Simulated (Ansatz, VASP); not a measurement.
**Au in VASP and in Ansatz**

```
Au
1.0
     0.00000    2.10315    1.93490
     2.10315    0.00000    1.93490
     2.10315    2.10315    0.00000
Au
1
Direct
  0.00000 0.00000 0.00000
```

Alike in both runs: task single point; functional PBEsol; k mesh 22 × 22 × 22; occupations gaussian, width 0.15 eV; no spin polarisation.

```csv
,VASP,Ansatz
version,VASP 6.6.1,Ansatz 0.2.0
potentials or method,"VASP PAW PBE potentials, release 64 (Au), cutoff 520 eV","scalar-relativistic, plane waves, PAW"
valence electrons in the cell,11,19
```

VASP gave:

| Quantity | Value |
| --- | --- |
| gap on the k mesh at the Fermi level (eV) | none |
| pressure (GPa) | -1.1 |
| traceless stress, the component that is largest in VASP (GPa) | 0.94 |

Task: Which values does Ansatz return?

Result: gap on the k mesh at the Fermi level (eV): none; pressure (GPa): -0.9; traceless stress, the component that is largest in VASP (GPa): 0.92.

VASP's potentials were made for PBE, not for PBEsol. A gap of «none» marks a metal or a gap that the smearing closes. VASP's potentials hold 11 valence electrons a cell and Ansatz's 19, so a difference there can come from the potentials and not from the codes.

Spin-orbit coupling is off throughout.
